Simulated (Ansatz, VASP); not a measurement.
**Mg3Sb2 in VASP and in Ansatz**

```
Mg Sb
1.0
     4.56967    0.00000    0.00000
    -2.28483    3.95745    0.00000
     0.00000    0.00000    7.24000
Mg Sb
3 2
Direct
  0.33333 0.66667 0.63366
  0.66667 0.33333 0.36634
  0.00000 0.00000 0.00000
  0.33333 0.66667 0.22875
  0.66667 0.33333 0.77125
```

Alike in both runs: task single point; functional LDA; k mesh 6 × 6 × 4; no spin polarisation.

```csv
,VASP,Ansatz
version,VASP 6.6.1,Ansatz 0.2.0
potentials or method,"VASP PAW LDA potentials, release 64 (Mg, Sb)","plane waves, PAW"
plane-wave cutoff (eV),600,420
occupations,"gaussian, width 0.01 eV",fixed
valence electrons in the cell,16,60
```

Ansatz gave:

```
gap on the k mesh at the Fermi level (eV) : 0.25
pressure (GPa)                            : -2.0
rms of the force components (eV/Å)        : 0.021
```

Task: What did VASP give for the same quantities?

Result: gap on the k mesh at the Fermi level (eV): 0.22; pressure (GPa): -2.1; rms of the force components (eV/Å): 0.029.

LDA's correlation is that of Perdew and Zunger in VASP and of Perdew and Wang (1992) in Ansatz. Atom by atom the forces differ by 0.008 eV/Å (rms over components). VASP's potentials hold 16 valence electrons a cell and Ansatz's 60, so a difference there can come from the potentials and not from the codes.

Neither program's run includes spin-orbit coupling.
